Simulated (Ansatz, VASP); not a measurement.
# One calculation of CsZn2, two programs

```
Cs Zn
1.0
     4.57213    0.00000    0.00000
    -2.28606    3.95958    0.00000
     0.00000    0.00000    5.86029
Cs Zn
1 2
Direct
  0.00000 0.00000 0.00000
  0.33333 0.66667 0.50000
  0.66667 0.33333 0.50000
```

Alike in both runs: functional PBE; k mesh 12 × 12 × 8; occupations gaussian, width 0.1 eV; no spin polarisation.

Ansatz relaxed the structure, and its values are those at the end. VASP's run is a single point on that final structure, the one shown.

```csv
,VASP,Ansatz
version,VASP 6.6.1,Ansatz 0.2.0
potentials or method,"VASP PAW PBE potentials, release 64 (Cs_sv, Zn), cutoff 520 eV","scalar-relativistic, plane waves, PAW"
valence electrons in the cell,33,33
```

```tsv
	VASP	Ansatz	Ansatz less VASP
gap on the k mesh at the Fermi level (eV)	none	none	-
pressure (GPa)	0.1	0.0	-0.04
```

A gap of «none» marks a metal or a gap that the smearing closes.

Neither program's run includes spin-orbit coupling.
